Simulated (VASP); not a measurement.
# I (Pm-3m) in VASP: notebook

I is run at these levels: LDA; tasks: single point, relaxation of cell and atoms.

Everything below comes from runs of VASP 6.6.1. Logs are shortened: lines on timing, memory, paths and dates and some standing lists are left out, and cuts for length are marked.

## (1) The cell of the first run

Symmetry: Pm-3m, No. 221, cubic system. Conventional cell: a = 2.390 Å, b = 2.390 Å, c = 2.390 Å, α = 90.00°, β = 90.00°, γ = 90.00°. I (site symmetry m-3m) has 6 I at 2.39 Å within 3.2 Å.

## (2) Single point, LDA

Contents of INCAR:

```
PREC = Accurate
ENCUT = 520
EDIFF = 1E-7
ISMEAR = -1
SIGMA = 0.05
LREAL = False
LASPH = True
NELM = 80
ALGO = Normal
ISIF = 2
LWAVE = False
LCHARG = False
GGA = CA
NBANDS = 10
```

Contents of KPOINTS:

```
Automatic mesh
0
Gamma
  15 15 15
```

Contents of POSCAR:

```
I
1.0
    2.3901550688      0.0000000000      0.0000000000
    0.0000000000      2.3901550688      0.0000000000
    0.0000000000      0.0000000000      2.3901550688
I
1
Direct
    0.0000000000      0.0000000000      0.0000000000
```

Potentials or basis: VASP PAW LDA potentials, release 64 (I).

Started as:

```
$ cat potpaw_LDA.64/I/POTCAR > POTCAR
$ mpirun -np 1 vasp_std > vasp.out
```

OUTCAR:

```text
PREC = Accurate
   ENCUT = 520
   EDIFF = 1E-7
   ISMEAR = -1
   LREAL = False
   LASPH = True
   NELM = 80
   ISIF = 2
   GGA = CA

 ion  position               nearest neighbor table
   1  0.000  0.000  0.000-

  LATTYP: Found a simple cubic cell.
 ALAT       =     2.3901550688

  Lattice vectors:

 A1 = (   2.3901550688,   0.0000000000,   0.0000000000)
 A2 = (   0.0000000000,   2.3901550688,   0.0000000000)
 A3 = (   0.0000000000,   0.0000000000,   2.3901550688)

Analysis of symmetry for initial positions (statically):
=====================================================================
 Subroutine PRICEL returns:
 Original cell was already a primitive cell.

 Routine SETGRP: Setting up the symmetry group for a
 simple cubic supercell.

 Subroutine GETGRP returns: Found 48 space group operations
 (whereof 48 operations were pure point group operations)
 out of a pool of 48 trial point group operations.

The static configuration has the point symmetry O_h .

Analysis of symmetry for dynamics (positions and initial velocities):
=====================================================================
 Subroutine PRICEL returns:
 Original cell was already a primitive cell.

 Routine SETGRP: Setting up the symmetry group for a
 simple cubic supercell.

 Subroutine GETGRP returns: Found 48 space group operations
 (whereof 48 operations were pure point group operations)
 out of a pool of 48 trial point group operations.

The dynamic configuration has the point symmetry O_h .

 Subroutine INISYM returns: Found 48 space group operations
 (whereof 48 operations are pure point group operations),
 and found     1 'primitive' translations

----------------------------------------------------------------------------------------

                                     Primitive cell

  volume of cell :      13.6546

  direct lattice vectors                    reciprocal lattice vectors
     2.390155069  0.000000000  0.000000000     0.418382896  0.000000000  0.000000000
     0.000000000  2.390155069  0.000000000     0.000000000  0.418382896  0.000000000
     0.000000000  0.000000000  2.390155069     0.000000000  0.000000000  0.418382896

  length of vectors
     2.390155069  2.390155069  2.390155069     0.418382896  0.418382896  0.418382896

  position of ions in fractional coordinates (direct lattice)
     0.000000000  0.000000000  0.000000000

  ion indices of the primitive-cell ions
   primitive index   ion index
                 1           1

----------------------------------------------------------------------------------------

 KPOINTS: Automatic mesh

Automatic generation of k-mesh.
 Grid dimensions read from file:
 generate k-points for:   15   15   15

 Generating k-lattice:

  Cartesian coordinates                     Fractional coordinates (reciprocal lattice)
     0.027892193  0.000000000  0.000000000     0.066666667  0.000000000  0.000000000
     0.000000000  0.027892193  0.000000000     0.000000000  0.066666667  0.000000000
     0.000000000  0.000000000  0.027892193     0.000000000  0.000000000  0.066666667

  Length of vectors
     0.027892193  0.027892193  0.027892193

  Shift w.r.t. Gamma in fractional coordinates (k-lattice)
     0.000000000  0.000000000  0.000000000

 Subroutine IBZKPT returns following result:
 ===========================================

 Found    120 irreducible k-points:

 Following reciprocal coordinates:
            Coordinates               Weight
  0.000000  0.000000  0.000000      1.000000
  0.066667  0.000000  0.000000      6.000000
  0.133333  0.000000  0.000000      6.000000
  0.200000  0.000000  0.000000      6.000000
  0.266667  0.000000  0.000000      6.000000
  0.333333  0.000000  0.000000      6.000000
[... 16 lines left out ...]
  0.266667  0.200000  0.000000     24.000000
  0.333333  0.200000  0.000000     24.000000
 [... further k-points ...]
   k-points           NKPTS =    120   k-points in BZ     NKDIM =    120   number of bands    NBANDS=     10
   number of dos      NEDOS =    301   number of ions     NIONS =      1
   total plane-waves  NPLWV =   5832
   dimension x,y,z NGX =    18 NGY =   18 NGZ =   18
   dimension x,y,z NGXF=    36 NGYF=   36 NGZF=   36
   ions per type =               1
   NGX,Y,Z   is equivalent  to a cutoff of  12.52, 12.52, 12.52 a.u.
   NGXF,Y,Z  is equivalent  to a cutoff of  25.04, 25.04, 25.04 a.u.
 SYSTEM =  unknown system
   PREC   = accura    normal or accurate (medium, high low for compatibility)
   ISTART =      0    job   : 0-new  1-cont  2-samecut
   ICHARG =      2    charge: 1-file 2-atom 10-const
   ISPIN  =      1    spin polarized calculation?
   LNONCOLLINEAR =      F non collinear calculations
   LSORBIT =      F    spin-orbit coupling
   LASPH  =      T    aspherical Exc in radial PAW
   ENCUT  =  520.0 eV  38.22 Ry    6.18 a.u.   4.44  4.44  4.44*2*pi/ulx,y,z
   NELM   =     80;   NELMIN=  2; NELMDL= -5     # of ELM steps
   EDIFF  = 0.1E-06   stopping-criterion for ELM
   LREAL  =      F    real-space projection
   EDIFFG = 0.1E-05   stopping-criterion for IOM
   NSW    =      0    number of steps for IOM
   IBRION =     -1    ionic relax: 0-MD 1-quasi-New 2-CG
   NFREE  =      0    steps in history (QN), initial steepest desc. (CG)
   ISIF   =      2    stress and relaxation
   ISYM   =      2    0-nonsym 1-usesym 2-fastsym
   POTIM  = 0.5000    time-step for ionic-motion
   TEBEG  =    0.0;   TEEND  =   0.0 temperature during run
   PSTRESS=    0.0 pullay stress
   NELECT =       7.0000    total number of electrons
   NUPDOWN=      -1.0000    fix difference up-down
   EMIN   =  10.00;   EMAX   =-10.00  energy-range for DOS
   EFERMI =   0.00;   METHOD = LEGACY
   ISMEAR =    -1;   SIGMA  =   0.05  broadening in eV -4-tet -1-fermi 0-gaus
   EFERMI_NEDOS =   21; number of points for ismear=-14 and -15
   IALGO  =     38    algorithm
   IMIX   =      4    mixing-type and parameters
     AMIX     =   0.40;   BMIX     =  1.00
     AMIX_MAG =   1.60;   BMIX_MAG =  1.00
  volume/ion in A,a.u.               =      13.65        92.15
  Fermi-wavevector in a.u.,A,eV,Ry     =   1.310232  2.475979 23.357218  1.716707
  Thomas-Fermi vector in A             =   2.440776
   LORBIT       =      0    0 simple, 1 ext, 2 COOP (PROOUT), +10 PAW based schemes
   GGA     = CA    functional components
   LHFCALC =     F    Hartree Fock is set to
   AEXX    =    0.0000 exact exchange contribution
   IVDW    =     0    specifies the selected vdW correction
   LEPSILON=     F    determine dielectric tensor
   LRPA    =     F    only Hartree local field effects (RPA)
 non-spin polarized calculation
  energy-cutoff  :      520.00
  volume of cell :       13.65
 maximum number of plane-waves:       383
 NGX is ok and might be reduce to    18
   NGX =  9   NGY =  9   NGZ =  9

 number of electron       7.0000001 magnetization

 Free energy of the ion-electron system (eV)
  ---------------------------------------------------
  ext. energy  EPLUGINS =         0.00000000
  ---------------------------------------------------
  free energy    TOTEN  =         7.41480487 eV

  energy without entropy =        7.41875253  energy(sigma->0) =        7.41677870

 E-fermi :  23.7761     XC(G=0): -13.7430

 val. band max:       23.7160059845   @ k =   0.2000   0.0667   0.0667
 cond. band min:      23.7795094312   @ k =   0.0667   0.0000   0.0000
 fundamental gap:      0.0635034467
 Fermi energy:        23.7760907816

 k-point     1 :       0.0000    0.0000    0.0000
  band No.  band energies     occupation
      1      -2.4951      2.00000
      2      23.6415      1.87320
      3      23.6415      1.87320
      4      23.6415      1.87320
      5      27.7950      0.00000
      6      27.7950      0.00000
      7      33.7380      0.00000
      8      43.0981      0.00000
      9      43.0981      0.00000
     10      43.0981      0.00000

 k-point     2 :       0.0667    0.0000    0.0000
  band No.  band energies     occupation
      1      -2.3731      2.00000
      2      22.0499      2.00000
      3      23.7795      0.96583
      4      23.7795      0.96583
      5      27.8592      0.00000
      6      28.9715      0.00000
      7      34.2920      0.00000
      8      42.2733      0.00000
      9      42.8288      0.00000
     10      42.8288      0.00000

 k-point     3 :       0.1333    0.0000    0.0000
  band No.  band energies     occupation
      1      -2.0075      2.00000
      2      19.2916      2.00000
      3      24.1860      0.00055
      4      24.1860      0.00055
      5      28.0535      0.00000
      6      30.3223      0.00000
      7      36.1095      0.00000
      8      40.5267      0.00000
      9      42.0122      0.00000
     10      42.0122      0.00000

 k-point     4 :       0.2000    0.0000    0.0000
  band No.  band energies     occupation
      1      -1.3993      2.00000
      2      16.4228      2.00000
      3      24.8368      0.00000
      4      24.8368      0.00000
      5      28.3812      0.00000
      6      31.0523      0.00000
      7      38.6040      0.00000
      8      38.9030      0.00000
      9      40.7411      0.00000
     10      40.7411      0.00000

 k-point     5 :       0.2667    0.0000    0.0000
  band No.  band energies     occupation
      1      -0.5543      2.00000
      2      13.6587      2.00000
      3      25.6868      0.00000
      4      25.6868      0.00000
      5      28.8482      0.00000
      6      31.5002      0.00000
      7      36.7627      0.00000
      8      39.2295      0.00000
      9      39.2295      0.00000
     10      42.0233      0.00000

 k-point     6 :       0.3333    0.0000    0.0000
  band No.  band energies     occupation
      1       0.5084      2.00000
      2      11.1014      2.00000
      3      26.6577      0.00000
      4      26.6577      0.00000
      5      29.4625      0.00000
      6      31.8433      0.00000
      7      35.0834      0.00000
      8      37.6901      0.00000
      9      37.6901      0.00000
     10      41.7051      0.00000
[... 183 lines left out ...]
 k-point    21 :       0.4667    0.1333    0.0000
  band No.  band energies     occupation
      1       3.2686      2.00000
      2       7.7383      2.00000
      3      24.0024      0.02143
      4      28.3962      0.00000
      5      28.8904      0.00000
      6      32.2397      0.00000
      7      33.8574      0.00000
      8      35.7675      0.00000
      9      39.5020      0.00000
     10      42.3396      0.00000

 k-point    22 :       0.2000    0.2000    0.0000
  band No.  band energies     occupation
      1      -0.3078      2.00000
      2      16.7253      2.00000
      3      18.3247      2.00000
      4      26.0640      0.00000
      5      30.1784      0.00000
      6      33.2178      0.00000
      7      36.1162      0.00000
      8      40.4791      0.00000
      9      40.8348      0.00000
     10      40.8693      0.00000

 k-point    23 :       0.2667    0.2000    0.0000
  band No.  band energies     occupation
      1       0.5340      2.00000
      2      14.5451      2.00000
      3      18.5353      2.00000
      4      26.9414      0.00000
      5      30.3799      0.00000
      6      31.3496      0.00000
      7      36.9229      0.00000
      8      39.9180      0.00000
      9      40.1755      0.00000
     10      42.4852      0.00000

 k-point    24 :       0.3333    0.2000    0.0000
  band No.  band energies     occupation
      1       1.5931      2.00000
      2      12.0708      2.00000
      3      19.4039      2.00000
      4      27.9528      0.00000
      5      28.8964      0.00000
      6      31.4059      0.00000
      7      36.4068      0.00000
      8      38.4431      0.00000
      9      40.6167      0.00000
     10      43.6146      0.00000

 [... further k-points ...]

------------------------ aborting loop because EDIFF is reached ----------------------------------------

  FORCE on cell =-STRESS in cart. coord.  units (eV):
  Direction    XX          YY          ZZ          XY          YZ          ZX
  --------------------------------------------------------------------------------------
  -------------------------------------------------------------------------------------
  Total       24.9470963     24.9470963     24.9470963     -0.0000000      0.0000000     -0.0000000
  in kB     2927.1997010   2927.1997010   2927.1997010     -0.0000000      0.0000000     -0.0000000
  external PRESSURE =    2927.1997010 kB  Pullay stress =       0.0000000 kB

 VOLUME and BASIS-vectors are now :
 -----------------------------------------------------------------------------
  energy-cutoff  :      520.00
  volume of cell :       13.65
      direct lattice vectors                 reciprocal lattice vectors
     2.390155069  0.000000000  0.000000000     0.418382896  0.000000000  0.000000000
     0.000000000  2.390155069  0.000000000     0.000000000  0.418382896  0.000000000
     0.000000000  0.000000000  2.390155069     0.000000000  0.000000000  0.418382896

 POSITION                                       TOTAL-FORCE (eV/Angst)
 -----------------------------------------------------------------------------------
      0.00000      0.00000      0.00000         0.000000      0.000000      0.000000
 -----------------------------------------------------------------------------------
    total drift:                               -0.000000      0.000000      0.000000

  FREE ENERGIE OF THE ION-ELECTRON SYSTEM (eV)
  ---------------------------------------------------
  free  energy   TOTEN  =         7.4148048713 eV

  energy  without entropy=        7.4187525263  energy(sigma->0) =        7.41677870
```

It took 7.7 s on 1 thread of Intel Xeon Platinum 8375C at 2.90GHz (Ice Lake), shared host; peak memory 0.12 GiB.

What came out:

| Quantity | Value |
| --- | --- |
| Free energy | 7.4148 eV |
| Pressure | 292.7 GPa |

Caveat: spin-orbit coupling is left out, which moves the levels of the heavy elements; an odd number of electrons without spin polarisation forces a metal; a magnetic or distorted state may lie lower.

## (3) Relaxation of cell and atoms, LDA, target pressure 290 GPa, at which the enthalpy is minimised

Contents of INCAR:

```
SYSTEM = I
PREC = Accurate
ENCUT = 600
EDIFF = 1E-7
ISMEAR = -1
SIGMA = 0.05
LREAL = .FALSE.
LASPH = .TRUE.
NELM = 100
ALGO = Normal
ISIF = 3
LWAVE = .FALSE.
LCHARG = .FALSE.
IBRION = 2
NSW = 32
EDIFFG = -0.005
PSTRESS = 2900.0
```

Contents of KPOINTS:

```
regular mesh
0
G
  15 15 15
  0 0 0
```

POSCAR is that of step 2.

Potentials or basis: VASP PAW LDA potentials, release 64 (I).

Started as:

```
$ cat potpaw_LDA.64/I/POTCAR > POTCAR
$ mpirun -np 1 vasp_std > vasp.out
```

It took 16 s on 1 thread of Intel Xeon Platinum 8375C at 2.90GHz (Ice Lake), shared host; peak memory 0.13 GiB.

The run converged. Its results:

```
Free energy                                            : 7.3442 eV
Relaxed volume                                         : 13.69 Å³/atom
Relaxed cell                                           : a = 2.392 Å, b = 2.392 Å, c = 2.392 Å, α = 90.00°, β = 90.00°, γ = 90.00°
Space group after relaxing (to 0.05 Å)                 : Pm-3m (No. 221)
Energy change on relaxing (the enthalpy is what falls) : -70.2 meV/atom
Ionic steps                                            : 3
Pressure after relaxing                                : 290.0 GPa
```

The path:
| step | energy change (eV) | largest force (eV/Å) | pressure (GPa) | volume (Å³) |
| --- | --- | --- | --- | --- |
| 1 | 0.0000 | 0.0000 | 292.73 | 13.65 |
| 2 | -0.8043 | 0.0000 | 261.72 | 14.12 |
| 3 | -0.0702 | 0.0000 | 289.99 | 13.69 |

Final structure:
```cif
data_structure
_symmetry_space_group_name_H-M 'P 1'
_symmetry_Int_Tables_number 1
_cell_length_a 2.3924
_cell_length_b 2.3924
_cell_length_c 2.3924
_cell_angle_alpha 90.000
_cell_angle_beta 90.000
_cell_angle_gamma 90.000
_cell_volume 13.69
loop_
_atom_site_label
_atom_site_type_symbol
_atom_site_fract_x
_atom_site_fract_y
_atom_site_fract_z
_atom_site_occupancy
I1 I 0.00000 0.00000 0.00000 1
```

Levels at points of the mesh, in eV from the Fermi level:
| k point | band 1 | band 2 | band 3 | band 4 | band 5 | band 6 | band 7 |
| --- | --- | --- | --- | --- | --- | --- | --- |
| (0.00, 0.00, 0.00) | -26.22 | -0.13 | -0.13 | -0.13 | 4.02 | 4.02 | 9.94 |

Caveat: the cell is relaxed towards a set pressure, so the enthalpy falls and the energy may rise; spin-orbit coupling is left out, which moves the levels of the heavy elements; an odd number of electrons without spin polarisation forces a metal; a magnetic or distorted state may lie lower.
